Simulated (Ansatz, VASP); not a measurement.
# Al3BN2 in VASP and in Ansatz

```
CELL_PARAMETERS angstrom
2.59541 -4.55148 0.01999
2.59541 4.55148 0.01999
-0.68851 0.00000 5.25927
ATOMIC_POSITIONS crystal
Al 0.39925 0.39925 0.72888
Al 0.60075 0.60075 0.27112
Al 0.61044 0.01035 0.75074
Al 0.38956 0.98965 0.24926
Al 0.01035 0.61044 0.75074
Al 0.98965 0.38956 0.24926
B 0.97400 0.97400 0.65014
B 0.02600 0.02600 0.34986
N 0.66673 0.33327 0.50000
N 0.65892 0.34108 0.00000
N 0.34108 0.65892 0.00000
N 0.33327 0.66673 0.50000
```

Change from the starting cell: the structure that the rattled cell fell into.

Alike in both runs: functional PBE; k mesh 8 × 8 × 8; occupations gaussian, width 0.1 eV; no spin polarisation.

Ansatz relaxed the structure, and its values are those at the end. VASP's run is a single point on that final structure, the one shown.

|  | VASP | Ansatz |
| --- | --- | --- |
| version | VASP 6.6.1 | Ansatz 0.2.0 |
| potentials or method | VASP PAW PBE potentials, release 64 (Al, B, N), cutoff 520 eV | scalar-relativistic, plane waves, PAW |
| valence electrons in the cell | 44 | 44 |

|  | VASP | Ansatz | Ansatz less VASP |
| --- | --- | --- | --- |
| gap on the k mesh at the Fermi level (eV) | none | none | - |
| pressure (GPa) | -0.2 | 0.0 | +0.17 |
| rms of the force components (eV/Å) | 0.005 | 0.000 | -0.0040 |

A gap of «none» marks a metal or a gap that the smearing closes. The functional is the same, so the differences come from potentials, cutoffs and numerics.
